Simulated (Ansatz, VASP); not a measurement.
## C in VASP and in Ansatz

The input INCAR:

```
SYSTEM = C
PREC = Accurate ; ENCUT = 520
EDIFF = 1E-7 ; ISMEAR = 0
SIGMA = 0.15 ; LREAL = .False.
LASPH = .True. ; NELM = 100
ALGO = Normal ; ISIF = 2
LWAVE = .False. ; LCHARG = .False.
GGA = PS ; IVDW = 12
NBANDS = 16
```

Contents of KPOINTS:

```
Automatic mesh
0
Gamma
  21 21 8
  0 0 0
```

The input POSCAR:

```
C
1.0
    2.3993157693      0.0000000000      0.0000000000
   -1.1996578847      2.0778684079      0.0000000000
    0.0000000000      0.0000000000      6.7403977907
C
4
Direct
    0.0000000000      0.0000000000      0.0025000000
    0.0000000000      0.0000000000      0.5025000000
    0.3333333333      0.6666666667      0.0025000000
    0.6666666667      0.3333333333      0.5025000000
```

Input for Ansatz:

```yaml
crystal:
  lattice:
    - [2.3993157693, 0.0, 0.0]
    - [-1.1996578847, 2.0778684079, 0.0]
    - [0.0, 0.0, 6.7403977907]
  atoms:
    - { symbol: C, position: [0.0, 0.0, 0.0025] }
    - { symbol: C, position: [0.0, 0.0, 0.5025] }
    - { symbol: C, position: [0.3333333333, 0.6666666667, 0.0025] }
    - { symbol: C, position: [0.6666666667, 0.3333333333, 0.5025] }
basis:
  ecutwfc: 520.0
kpoints:
  mp_grid: { grid: [21, 21, 8] }
hamiltonian:
  xc: pbesol
  pseudopotentials: { kind: paw, azcp: { folder: soft_1 } }
  dispersion: d3bj
scf:
  occupations: { method: gaussian, width: 0.15 }
output:
  forces: true
  stress: true
  eigenvalues: true
```

Alike in both runs: task single point; functional PBEsol; dispersion D3(BJ); k mesh 21 × 21 × 8; occupations gaussian, width 0.15 eV; no spin polarisation.

|  | VASP | Ansatz |
| --- | --- | --- |
| version | VASP 6.6.1 | Ansatz 0.2.0 |
| potentials or method | VASP PAW PBE potentials, release 64 (C), cutoff 520 eV | scalar-relativistic, plane waves, PAW |
| valence electrons in the cell | 16 | 16 |

|  | VASP | Ansatz | Ansatz less VASP |
| --- | --- | --- | --- |
| gap on the k mesh at the Fermi level (eV) | none | none | - |
| pressure (GPa) | 24.2 | 23.5 | -0.78 |
| traceless stress, the component that is largest in VASP (GPa) | -25.19 | -24.31 | +0.876 |

VASP's potentials were made for PBE, not for PBEsol, and Ansatz warns of the same on its side. A gap of «none» marks a metal or a gap that the smearing closes.
